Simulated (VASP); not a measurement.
TaH3Br, 5 atoms in the cell. It takes space group Pm-3m (No. 221, cubic). The conventional cell has a = 3.809 Å, b = 3.809 Å, c = 3.809 Å, α = 90.00°, β = 90.00°, γ = 90.00°. Ta (site symmetry m-3m) has 6 H at 1.90 Å within 2.5 Å. H (site symmetry 4/mmm) has 2 Ta at 1.90 Å within 2.5 Å. Br (site symmetry m-3m) has 12 H at 2.69 Å and 8 Ta at 3.30 Å within 3.6 Å. 

- Program: VASP 6.6.1
- Task: single point
- Functional: PBE
- Potentials or basis: VASP PAW PBE potentials, release 64 (Ta_pv, H, Br)
- Cutoff: 520 eV
- k mesh: 4 × 4 × 4
- Occupations: gaussian, width 0.1 eV
- Spin: collinear spin, ferromagnetic start
- Starting moments: [1.0, 0.0, 0.0, 0.0, 0.0] μB
- Dipole correction: no
- Further INCAR settings: ALGO = Normal; EDIFF = 1e-06; NBANDS = 22

Potentials or basis: VASP PAW PBE potentials, release 64 (Ta_pv, H, Br).

Command:

```console
$ cat potpaw_PBE.64/Ta_pv/POTCAR potpaw_PBE.64/H/POTCAR potpaw_PBE.64/Br/POTCAR > POTCAR
$ mpirun -np 1 vasp_std > vasp.out
```

Hardware: 1 thread of Intel(R) Xeon(R) Platinum 8259CL CPU @ 2.50GHz (Skylake/Cascade Lake) (shared host).

Question: How long does it take, and how much memory?

Answer: Run time: 25 s on 1 thread of Intel(R) Xeon(R) Platinum 8259CL CPU @ 2.50GHz (Skylake/Cascade Lake), with other jobs on the host, peak memory 0.18 GiB. Counts: scf iterations 15, k points 10.
